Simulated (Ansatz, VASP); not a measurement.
## Two plane-wave programs on SiC

```
CELL_PARAMETERS angstrom
0.00000 2.17810 2.17810
2.17810 0.00000 2.17810
2.17810 2.17810 0.00000
ATOMIC_POSITIONS crystal
Si 0.00000 0.00000 0.00000
C 0.25000 0.25000 0.25000
```

Alike in both runs: task single point; functional PBEsol; k mesh 6 × 6 × 6; occupations gaussian, width 0.05 eV; no spin polarisation.

|  | VASP | Ansatz |
| --- | --- | --- |
| version | VASP 6.6.1 | Ansatz 0.2.0 |
| potentials or method | VASP PAW PBE potentials, release 64 (Si, C), cutoff 600 eV | scalar-relativistic, plane waves, PAW |
| valence electrons in the cell | 8 | 8 |

|  | VASP | Ansatz | Ansatz less VASP |
| --- | --- | --- | --- |
| gap on the k mesh at the Fermi level (eV) | 1.23 | 1.24 | +0.010 |
| least direct gap on the mesh (eV) | 4.44 | 4.45 | +0.009 |
| pressure (GPa) | 0.4 | 0.1 | -0.22 |

VASP's potentials were made for PBE, not for PBEsol.
